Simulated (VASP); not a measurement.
Write the native input for VASP 6.6.1 that does the following.

| Quantity | Value |
| --- | --- |
| Task | single point |
| Functional | r2SCAN |
| Potentials or basis | VASP PAW PBE potentials, release 64 (Mo_sv) |
| Cutoff | 520 eV |
| k mesh | 15 × 15 × 4 |
| Occupations | fermi-dirac, width 0.1 eV |
| Spin | no spin polarisation |
| Dipole correction | no |
| Further INCAR settings | ALGO = Normal; EDIFF = 1e-06; NBANDS = 36 |

Crystal: Mo.

```
CELL_PARAMETERS angstrom
2.75154 0.00000 0.00000
-1.37577 2.38291 0.00000
0.00000 0.00000 9.72237
ATOMIC_POSITIONS crystal
Mo 0.00000 0.00000 0.00000
Mo 0.00000 0.00000 0.50000
Mo 0.33333 0.66667 0.25000
Mo 0.66667 0.33333 0.75000
```

This isn't the form of Mo at room conditions, which is bcc.

The input as run:

POSCAR

```
Mo
1.0
    2.7515441870      0.0000000000      0.0000000000
   -1.3757720935      2.3829071656      0.0000000000
    0.0000000000      0.0000000000      9.7223746847
Mo
4
Direct
    1.0000000000      1.0000000000      1.0000000000
    1.0000000000      0.0000000000      0.5000000000
    0.3333333333      0.6666666667      0.2500000000
    0.6666666667      0.3333333333      0.7500000000
```

INCAR.step1

```
SYSTEM = Mo
ALGO     = Normal         ! electronic algorithm
EDIFF    = 1E-4           ! SCF threshold, eV
ENCUT    = 520            ! plane-wave cutoff, eV
GGA      = PE             ! functional
ISMEAR   = -1             ! smearing method
LASPH    = .TRUE.         ! aspherical terms in the spheres
LCHARG   = .FALSE.        ! write CHGCAR
LREAL    = .FALSE.        ! projectors in reciprocal space
LWAVE    = .TRUE.         ! write WAVECAR
NBANDS   = 36             ! bands
NELM     = 60             ! most SCF steps
PREC     = Accurate       ! precision mode
SIGMA    = 0.1            ! smearing width, eV
```

INCAR.step2

```
SYSTEM = Mo
ALGO     = Normal         ! electronic algorithm
EDIFF    = 1E-6           ! SCF threshold, eV
ENCUT    = 520            ! plane-wave cutoff, eV
ISIF     = 2              ! what is computed and relaxed
ISMEAR   = -1             ! smearing method
ISTART   = 1            
LASPH    = .TRUE.         ! aspherical terms in the spheres
LCHARG   = .FALSE.        ! write CHGCAR
LMIXTAU  = .TRUE.       
LREAL    = .FALSE.        ! projectors in reciprocal space
LWAVE    = .FALSE.        ! write WAVECAR
METAGGA  = R2SCAN         ! meta-GGA
NBANDS   = 36             ! bands
NELM     = 60             ! most SCF steps
PREC     = Accurate       ! precision mode
SIGMA    = 0.1            ! smearing width, eV
```

KPOINTS

```
k-points
0
G
  15 15 4
  0 0 0
```

Potentials or basis: VASP PAW PBE potentials, release 64 (Mo_sv).

Command:

```bash
$ cat potpaw_PBE.64/Mo_sv/POTCAR > POTCAR
$ cp INCAR.step1 INCAR
$ mpirun -np 1 vasp_std > vasp.out
$ cp INCAR.step2 INCAR
$ mpirun -np 1 vasp_std > vasp.out
```

Results of the run:

```json
{
 "Pressure": "1.0 GPa",
 "Band gap on the k mesh": "zero (bands 28 and 29 overlap by 2.06 eV)"
}
```

Caveat: the PAW data sets were made with another functional, which shifts forces and pressure a little.

It took 4.5 min on 1 thread of Intel(R) Xeon(R) 6975P-C (Granite Rapids), on a shared host, peak memory 0.26 GiB.
